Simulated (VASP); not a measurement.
# MgO (Fm-3m) in VASP: a series of runs

Runs on MgO. Level: PBEsol. Tasks: single point, relaxation of cell and atoms.

All numbers are computed with VASP 6.6.1; they aren't measurements. Logs are shortened: lines on timing, memory, paths and dates and some standing lists are left out, and cuts for length are marked.

**1. The cell of the first run**

The structure is cubic, space group Fm-3m (No. 225). Conventional cell: a = 4.214 Å, b = 4.214 Å, c = 4.214 Å, α = 90.00°, β = 90.00°, γ = 90.00°. Mg (site symmetry m-3m) has 6 O at 2.11 Å within 2.8 Å. Within 2.8 Å of O (site symmetry m-3m) lie 6 Mg at 2.11 Å.

**2. Single point, PBEsol**

INCAR

```
SYSTEM = MgO
PREC = Accurate ; ENCUT = 520
EDIFF = 1E-6 ; ISMEAR = 0
SIGMA = 0.02 ; LREAL = .FALSE.
LASPH = .TRUE. ; NELM = 100
ALGO = Normal ; ISIF = 2
LWAVE = .FALSE. ; LCHARG = .TRUE.
GGA = PS ; LELF = .TRUE.
LVHAR = .TRUE. ; NBANDS = 11
```

KPOINTS

```
regular mesh
0
G
  10 10 10
  0 0 0
```

POSCAR

```
MgO
1.0
    0.0000000000      2.1070232011      2.1070232011
    2.1070232011      0.0000000000      2.1070232011
    2.1070232011      2.1070232011      0.0000000000
Mg O
1 1
Direct
    0.0000000000      0.0000000000      0.0000000000
    0.5000000000      0.5000000000      0.5000000000
```

Potentials or basis: VASP PAW PBE potentials, release 64 (Mg, O).

Launch:

```
> cat potpaw_PBE.64/Mg/POTCAR potpaw_PBE.64/O/POTCAR > POTCAR
> mpirun -np 1 vasp_std > vasp.out
```

OUTCAR:

```text
SYSTEM = MgO
   PREC = Accurate
   ENCUT = 520
   EDIFF = 1E-6
   ISMEAR = 0
   LREAL = .FALSE.
   LASPH = .TRUE.
   NELM = 100
   ISIF = 2
   GGA = PS

 ion  position               nearest neighbor table
   1  0.000  0.000  0.000-   2 2.11   2 2.11   2 2.11   2 2.11   2 2.11   2 2.11
   2  0.500  0.500  0.500-   1 2.11   1 2.11   1 2.11   1 2.11   1 2.11   1 2.11

  LATTYP: Found a face centered cubic cell.
 ALAT       =     4.2140464022

  Lattice vectors:

 A1 = (   0.0000000000,   2.1070232011,   2.1070232011)
 A2 = (   2.1070232011,   0.0000000000,   2.1070232011)
 A3 = (   2.1070232011,   2.1070232011,   0.0000000000)

Analysis of symmetry for initial positions (statically):
=====================================================================
 Subroutine PRICEL returns:
 Original cell was already a primitive cell.

 Routine SETGRP: Setting up the symmetry group for a
 face centered cubic supercell.

 Subroutine GETGRP returns: Found 48 space group operations
 (whereof 48 operations were pure point group operations)
 out of a pool of 48 trial point group operations.

The static configuration has the point symmetry O_h .

Analysis of symmetry for dynamics (positions and initial velocities):
=====================================================================
 Subroutine PRICEL returns:
 Original cell was already a primitive cell.

 Routine SETGRP: Setting up the symmetry group for a
 face centered cubic supercell.

 Subroutine GETGRP returns: Found 48 space group operations
 (whereof 48 operations were pure point group operations)
 out of a pool of 48 trial point group operations.

The dynamic configuration has the point symmetry O_h .

 Subroutine INISYM returns: Found 48 space group operations
 (whereof 48 operations are pure point group operations),
 and found     1 'primitive' translations

----------------------------------------------------------------------------------------

                                     Primitive cell

  volume of cell :      18.7085

  direct lattice vectors                    reciprocal lattice vectors
     0.000000000  2.107023201  2.107023201    -0.237301611  0.237301611  0.237301611
     2.107023201  0.000000000  2.107023201     0.237301611 -0.237301611  0.237301611
     2.107023201  2.107023201  0.000000000     0.237301611  0.237301611 -0.237301611

  length of vectors
     2.979780787  2.979780787  2.979780787     0.411018447  0.411018447  0.411018447

  position of ions in fractional coordinates (direct lattice)
     0.000000000  0.000000000  0.000000000
     0.500000000  0.500000000  0.500000000

  ion indices of the primitive-cell ions
   primitive index   ion index
                 1           1
                 2           2

----------------------------------------------------------------------------------------

 KPOINTS: regular mesh

Automatic generation of k-mesh.
 Grid dimensions read from file:
 generate k-points for:   10   10   10

 Generating k-lattice:

  Cartesian coordinates                     Fractional coordinates (reciprocal lattice)
    -0.023730161  0.023730161  0.023730161     0.100000000  0.000000000  0.000000000
     0.023730161 -0.023730161  0.023730161     0.000000000  0.100000000  0.000000000
     0.023730161  0.023730161 -0.023730161     0.000000000  0.000000000  0.100000000

  Length of vectors
     0.041101845  0.041101845  0.041101845

  Shift w.r.t. Gamma in fractional coordinates (k-lattice)
     0.000000000  0.000000000  0.000000000

 Subroutine IBZKPT returns following result:
 ===========================================

 Found     47 irreducible k-points:

 Following reciprocal coordinates:
            Coordinates               Weight
  0.000000  0.000000  0.000000      1.000000
  0.100000  0.000000  0.000000      8.000000
  0.200000  0.000000  0.000000      8.000000
  0.300000  0.000000  0.000000      8.000000
  0.400000  0.000000  0.000000      8.000000
  0.500000  0.000000  0.000000      4.000000
[... 16 lines left out ...]
  0.300000  0.300000  0.000000      6.000000
  0.400000  0.300000  0.000000     24.000000
 [... further k-points ...]
   k-points           NKPTS =     47   k-points in BZ     NKDIM =     47   number of bands    NBANDS=     11
   number of dos      NEDOS =    301   number of ions     NIONS =      2
   total plane-waves  NPLWV =  13824
   dimension x,y,z NGX =    24 NGY =   24 NGZ =   24
   dimension x,y,z NGXF=    48 NGYF=   48 NGZF=   48
   ions per type =               1   1
   NGX,Y,Z   is equivalent  to a cutoff of  13.39, 13.39, 13.39 a.u.
   NGXF,Y,Z  is equivalent  to a cutoff of  26.78, 26.78, 26.78 a.u.
 SYSTEM =  MgO
   PREC   = accura    normal or accurate (medium, high low for compatibility)
   ISTART =      0    job   : 0-new  1-cont  2-samecut
   ICHARG =      2    charge: 1-file 2-atom 10-const
   ISPIN  =      1    spin polarized calculation?
   LNONCOLLINEAR =      F non collinear calculations
   LSORBIT =      F    spin-orbit coupling
   LASPH  =      T    aspherical Exc in radial PAW
   ENCUT  =  520.0 eV  38.22 Ry    6.18 a.u.   5.54  5.54  5.54*2*pi/ulx,y,z
   NELM   =    100;   NELMIN=  2; NELMDL= -5     # of ELM steps
   EDIFF  = 0.1E-05   stopping-criterion for ELM
   LREAL  =      F    real-space projection
   EDIFFG = 0.1E-04   stopping-criterion for IOM
   NSW    =      0    number of steps for IOM
   IBRION =     -1    ionic relax: 0-MD 1-quasi-New 2-CG
   NFREE  =      0    steps in history (QN), initial steepest desc. (CG)
   ISIF   =      2    stress and relaxation
   ISYM   =      2    0-nonsym 1-usesym 2-fastsym
   POTIM  = 0.5000    time-step for ionic-motion
   TEBEG  =    0.0;   TEEND  =   0.0 temperature during run
   PSTRESS=    0.0 pullay stress
   NELECT =       8.0000    total number of electrons
   NUPDOWN=      -1.0000    fix difference up-down
   EMIN   =  10.00;   EMAX   =-10.00  energy-range for DOS
   EFERMI =   0.00;   METHOD = LEGACY
   ISMEAR =     0;   SIGMA  =   0.02  broadening in eV -4-tet -1-fermi 0-gaus
   EFERMI_NEDOS =   21; number of points for ismear=-14 and -15
   IALGO  =     38    algorithm
   IMIX   =      4    mixing-type and parameters
     AMIX     =   0.40;   BMIX     =  1.00
     AMIX_MAG =   1.60;   BMIX_MAG =  1.00
  volume/ion in A,a.u.               =       9.35        63.13
  Fermi-wavevector in a.u.,A,eV,Ry     =   1.233367  2.330725 20.697089  1.521193
  Thomas-Fermi vector in A             =   2.368100
   LORBIT       =      0    0 simple, 1 ext, 2 COOP (PROOUT), +10 PAW based schemes
   GGA     = PS    functional components
   LHFCALC =     F    Hartree Fock is set to
   AEXX    =    0.0000 exact exchange contribution
   IVDW    =     0    specifies the selected vdW correction
   LEPSILON=     F    determine dielectric tensor
   LRPA    =     F    only Hartree local field effects (RPA)
 non-spin polarized calculation
 Gauss-broadening in eV      SIGMA  =   0.02
  energy-cutoff  :      520.00
  volume of cell :       18.71
 maximum number of plane-waves:       531
 NGX is ok and might be reduce to    24
   NGX = 11   NGY = 11   NGZ = 11

 number of electron       8.0000005 magnetization

 Free energy of the ion-electron system (eV)
  ---------------------------------------------------
  ext. energy  EPLUGINS =         0.00000000
  ---------------------------------------------------
  free energy    TOTEN  =       -12.51247596 eV

  energy without entropy =      -12.51247596  energy(sigma->0) =      -12.51247596

 E-fermi :   3.1490     XC(G=0): -11.3035

 val. band max:        3.0567328162   @ k =   0.0000   0.0000   0.0000
 cond. band min:       7.6773553121   @ k =   0.0000   0.0000   0.0000
 fundamental gap:      4.6206224959
 Fermi energy:         3.1490133684

 k-point     1 :       0.0000    0.0000    0.0000
  band No.  band energies     occupation
      1     -14.1418      2.00000
      2       3.0567      2.00000
      3       3.0567      2.00000
      4       3.0567      2.00000
      5       7.6774      0.00000
      6      18.6807      0.00000
      7      18.6807      0.00000
      8      18.6807      0.00000
      9      22.5196      0.00000
     10      24.4016      0.00000
     11      24.4016      0.00000

 k-point     2 :       0.1000    0.0000    0.0000
  band No.  band energies     occupation
      1     -14.0343      2.00000
      2       2.3934      2.00000
      3       2.9882      2.00000
      4       2.9882      2.00000
      5       8.3119      0.00000
      6      17.4197      0.00000
      7      18.9217      0.00000
      8      18.9217      0.00000
      9      23.6750      0.00000
     10      23.6750      0.00000
     11      24.1971      0.00000

 k-point     3 :       0.2000    0.0000    0.0000
  band No.  band energies     occupation
      1     -13.7383      2.00000
      2       1.0567      2.00000
      3       2.8147      2.00000
      4       2.8147      2.00000
      5       9.5051      0.00000
      6      15.9129      0.00000
      7      19.4110      0.00000
      8      19.4110      0.00000
      9      22.9796      0.00000
     10      22.9796      0.00000
     11      25.1554      0.00000

 k-point     4 :       0.3000    0.0000    0.0000
  band No.  band energies     occupation
      1     -13.3381      2.00000
      2      -0.2787      2.00000
      3       2.6109      2.00000
      4       2.6109      2.00000
      5      10.4194      0.00000
      6      15.2508      0.00000
      7      19.5385      0.00000
      8      19.5385      0.00000
      9      23.4117      0.00000
     10      23.4117      0.00000
     11      24.5581      0.00000

 k-point     5 :       0.4000    0.0000    0.0000
  band No.  band energies     occupation
      1     -12.9785      2.00000
      2      -1.2555      2.00000
      3       2.4537      2.00000
      4       2.4537      2.00000
      5      10.7513      0.00000
      6      15.3677      0.00000
      7      19.3303      0.00000
      8      19.3303      0.00000
      9      24.0021      0.00000
     10      24.6525      0.00000
     11      24.6525      0.00000
[... 211 lines left out ...]
 k-point    21 :      -0.3000    0.2000    0.0000
  band No.  band energies     occupation
      1     -12.8987      2.00000
      2      -0.6595      2.00000
      3       1.2215      2.00000
      4       2.3955      2.00000
      5      12.1935      0.00000
      6      14.8322      0.00000
      7      17.1232      0.00000
      8      20.2466      0.00000
      9      23.1540      0.00000
     10      23.9689      0.00000
     11      27.9744      0.00000

 k-point    22 :      -0.2000    0.2000    0.0000
  band No.  band energies     occupation
      1     -13.2192      2.00000
      2      -0.0788      2.00000
      3       1.6987      2.00000
      4       2.6075      2.00000
      5      11.3912      0.00000
      6      14.7863      0.00000
      7      18.0351      0.00000
      8      20.7093      0.00000
      9      21.3568      0.00000
     10      24.2506      0.00000
     11      27.7273      0.00000

 k-point    23 :       0.3000    0.3000    0.0000
  band No.  band energies     occupation
      1     -13.1318      2.00000
      2      -0.1360      2.00000
      3       2.1077      2.00000
      4       2.1077      2.00000
      5      11.8091      0.00000
      6      13.2901      0.00000
      7      17.3487      0.00000
      8      20.8368      0.00000
      9      20.8368      0.00000
     10      27.0642      0.00000
     11      30.3199      0.00000

 k-point    24 :       0.4000    0.3000    0.0000
  band No.  band energies     occupation
      1     -12.8787      2.00000
      2      -0.5659      2.00000
      3       1.7356      2.00000
      4       1.9589      2.00000
      5      12.5099      0.00000
      6      13.0572      0.00000
      7      16.5212      0.00000
      8      21.0832      0.00000
      9      21.2874      0.00000
     10      27.8020      0.00000
     11      29.9214      0.00000

 [... further k-points ...]

------------------------ aborting loop because EDIFF is reached ----------------------------------------

  FORCE on cell =-STRESS in cart. coord.  units (eV):
  Direction    XX          YY          ZZ          XY          YZ          ZX
  --------------------------------------------------------------------------------------
  -------------------------------------------------------------------------------------
  Total       -0.0589726     -0.0589726     -0.0589726     -0.0000000      0.0000000     -0.0000000
  in kB       -5.0503708     -5.0503708     -5.0503708     -0.0000000      0.0000000     -0.0000000
  external PRESSURE =      -5.0503708 kB  Pullay stress =       0.0000000 kB

 VOLUME and BASIS-vectors are now :
 -----------------------------------------------------------------------------
  energy-cutoff  :      520.00
  volume of cell :       18.71
      direct lattice vectors                 reciprocal lattice vectors
     0.000000000  2.107023201  2.107023201    -0.237301611  0.237301611  0.237301611
     2.107023201  0.000000000  2.107023201     0.237301611 -0.237301611  0.237301611
     2.107023201  2.107023201  0.000000000     0.237301611  0.237301611 -0.237301611

 POSITION                                       TOTAL-FORCE (eV/Angst)
 -----------------------------------------------------------------------------------
      0.00000      0.00000      0.00000         0.000000      0.000000     -0.000000
      2.10702      2.10702      2.10702        -0.000000     -0.000000      0.000000
 -----------------------------------------------------------------------------------
    total drift:                               -0.000000     -0.000000      0.000000

  FREE ENERGIE OF THE ION-ELECTRON SYSTEM (eV)
  ---------------------------------------------------
  free  energy   TOTEN  =       -12.5124759569 eV

  energy  without entropy=      -12.5124759569  energy(sigma->0) =      -12.51247596
```

It took 5.4 s on 1 thread of Intel Xeon 6975P-C (Granite Rapids), shared host; peak memory 0.14 GiB.

What came out:

```yaml
Free_energy: -12.5125 eV
Pressure: -0.5 GPa
Band_gap_on_the_k_mesh: 4.62 eV, direct
```

Caveat: the PAW data sets were made with another functional, which shifts forces and pressure a little.

**3. Relaxation of cell and atoms, PBEsol**

This run uses another cell than the first one, of 9.22 Å³/atom, 0.986 times its volume.

INCAR

```
SYSTEM = MgO
PREC = Accurate
ENCUT = 600
EDIFF = 1E-7
ISMEAR = 0
SIGMA = 0.02
LREAL = .False.
LASPH = .True.
NELM = 60
ALGO = Normal
ISIF = 3
LWAVE = .False.
LCHARG = .False.
GGA = PS
IBRION = 2
NSW = 100
EDIFFG = -0.005
```

KPOINTS

```
Automatic mesh
0
Gamma
  10 10 10
  0 0 0
```

POSCAR

```
MgO
1.0
    0.0000000000      2.0970013927      2.0970013927
    2.0970013927      0.0000000000      2.0970013927
    2.0970013927      2.0970013927      0.0000000000
Mg O
1 1
Direct
    0.0000000000      0.0000000000      0.0000000000
    0.5000000000      0.5000000000      0.5000000000
```

Potentials or basis: VASP PAW PBE potentials, release 64 (Mg, O).

Launch:

```
> cat potpaw_PBE.64/Mg/POTCAR potpaw_PBE.64/O/POTCAR > POTCAR
> mpirun -np 1 vasp_std > vasp.out
```

It took 8.2 s on 1 thread of Intel Xeon 6975P-C (Granite Rapids), shared host; peak memory 0.14 GiB.

The run converged. Its results:

- Free energy: -12.5150 eV
- Relaxed volume: 9.31 Å³/atom
- Relaxed cell: a = 2.975 Å, b = 2.975 Å, c = 2.975 Å, α = 60.00°, β = 60.00°, γ = 60.00°
- Space group after relaxing (to 0.05 Å): Fm-3m (No. 225)
- Energy gained by relaxing: 0.5 meV/atom
- Ionic steps: 3
- Pressure after relaxing: 0.0 GPa
- Band gap on the k mesh: 4.66 eV, direct

Step by step:
```
step  energy change (eV)  largest force (eV/Å)  pressure (GPa)  volume (Å³)
   1              0.0000                0.0000            1.63        18.44
   2             -0.0008                0.0000           -0.57        18.69
   3             -0.0009                0.0000            0.00        18.63
```

Final structure:
```yaml
crystal:
  lattice:
    - [0.00000, 2.10398, 2.10398]
    - [2.10398, 0.00000, 2.10398]
    - [2.10398, 2.10398, 0.00000]
  atoms:
    - { symbol: Mg, position: [0.00000, 0.00000, 0.00000] }
    - { symbol: O, position: [0.50000, 0.50000, 0.50000] }
```

Levels at points of the mesh, in eV from the valence-band top:
```tsv
k point	band 1	band 2	band 3	band 4	band 5	band 6	band 7	band 8
(0.00, 0.00, 0.00)	-17.22	0.00	0.00	0.00	4.66	15.65	15.65	15.65
(0.50, 0.00, 0.00)	-15.90	-4.69	-0.67	-0.67	7.76	12.54	16.21	16.21
(0.50, 0.50, 0.00)	-15.63	-4.16	-1.37	-1.37	8.93	9.91	13.00	18.89
```

Caveat: the PAW data sets were made with another functional, which shifts forces and pressure a little.

**4. Single point, PBEsol**

This run uses another cell than the first one, of 9.22 Å³/atom, 0.986 times its volume.

INCAR

```
SYSTEM = MgO
PREC = Accurate
ENCUT = 600
EDIFF = 1E-6
ISMEAR = 0
SIGMA = 0.1
LREAL = .FALSE.
LASPH = .TRUE.
NELM = 120
ALGO = Normal
ISIF = 2
LWAVE = .FALSE.
LCHARG = .FALSE.
GGA = PS
NBANDS = 11
GGA_COMPAT = .FALSE.
```

KPOINTS

```
regular mesh
0
G
  8 8 8
  0 0 0
```

POSCAR is that of step 3.

Launch:

```
> cat potpaw_PBE.64/Mg/POTCAR potpaw_PBE.64/O/POTCAR > POTCAR
> mpirun -np 1 vasp_std > vasp.out
```

It took 10 s on 1 thread of Intel Xeon 8259CL, shared host; peak memory 0.14 GiB.

Results (log left out):

```
Free energy            : -12.5140 eV
Pressure               : 1.6 GPa
Band gap on the k mesh : 4.76 eV, direct
```

Levels at points of the mesh, in eV from the valence-band top:
| k point | band 1 | band 2 | band 3 | band 4 | band 5 | band 6 | band 7 | band 8 | band 9 |
| --- | --- | --- | --- | --- | --- | --- | --- | --- | --- |
| (0.00, 0.00, 0.00) | -17.27 | 0.00 | 0.00 | 0.00 | 4.76 | 15.71 | 15.71 | 15.71 | 19.58 |
| (0.50, 0.00, 0.00) | -15.93 | -4.74 | -0.68 | -0.68 | 7.83 | 12.65 | 16.31 | 16.31 | 20.96 |
| (0.50, 0.50, 0.00) | -15.66 | -4.20 | -1.38 | -1.38 | 8.94 | 10.02 | 13.11 | 19.04 | 19.04 |

Caveat: the PAW data sets were made with another functional, which shifts forces and pressure a little.

**5. The runs side by side**

| task | cell | k mesh | cutoff (eV) | smearing | gap on the mesh (eV) | pressure (GPa) |
| --- | --- | --- | --- | --- | --- | --- |
| single point | a = 2.980 Å, angles 60.0°, 2 atoms | 10 × 10 × 10 | 520 | gaussian 0.02 eV | 4.62 | -0.5 |
| relaxation of cell and atoms | relaxed from a = 2.966 Å, angles 60.0°, 2 atoms | 10 × 10 × 10 | 600 | gaussian 0.02 eV | 4.66 | 0.0 |
| single point | a = 2.966 Å, angles 60.0°, 2 atoms | 8 × 8 × 8 | 600 | gaussian 0.1 eV | 4.76 | 1.6 |

Alike in all rows: level PBEsol; potentials or basis VASP PAW PBE potentials, release 64 (Mg, O); no spin polarisation.

Caveats: the PAW data sets were made with another functional, which shifts forces and pressure a little.

Total energies depend on the potentials used, so only differences within one code and one set of settings carry meaning.
